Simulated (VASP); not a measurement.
CdSe:

```
Cd Se
1.0
     0.00000    2.96059    2.96059
     2.96059    0.00000    2.96059
     2.96059    2.96059    0.00000
Cd Se
1 1
Direct
  0.00000 0.00000 0.00000
  0.25000 0.25000 0.25000
```

* Program: VASP 6.6.1
* Task: relaxation of cell and atoms
* Functional: PBEsol
* Potentials or basis: VASP PAW PBE potentials, release 64 (Cd, Se)
* Cutoff: 600 eV
* k mesh: 8 × 8 × 8
* Occupations: gaussian, width 0.02 eV
* Spin: no spin polarisation

At the start: pressure 5.5 GPa; volume 25.95 Å³/atom.

Question: How do energy, volume and symmetry change on relaxing?

Answer: Over 3 steps the energy falls by 36.7 meV/atom and the volume is 28.28 Å³/atom (+9.0 %); space group F-43m (No. 216, to 0.05 Å).

The path:
```csv
step,energy change (eV),largest force (eV/Å),pressure (GPa),volume (Å³)
1,0.0000,0.0000,5.47,51.90
2,-0.0595,0.0000,-1.87,58.85
3,-0.0734,0.0000,0.01,56.55
```

Final structure:
```cif
data_structure
_symmetry_space_group_name_H-M 'P 1'
_symmetry_Int_Tables_number 1
_cell_length_a 4.3084
_cell_length_b 4.3084
_cell_length_c 4.3084
_cell_angle_alpha 60.000
_cell_angle_beta 60.000
_cell_angle_gamma 60.000
_cell_volume 56.55
loop_
_atom_site_label
_atom_site_type_symbol
_atom_site_fract_x
_atom_site_fract_y
_atom_site_fract_z
_atom_site_occupancy
Cd1 Cd 0.00000 0.00000 0.00000 1
Se1 Se 0.25000 0.25000 0.25000 1
```

Caveat: the PAW data sets were made with another functional, which shifts forces and pressure a little.
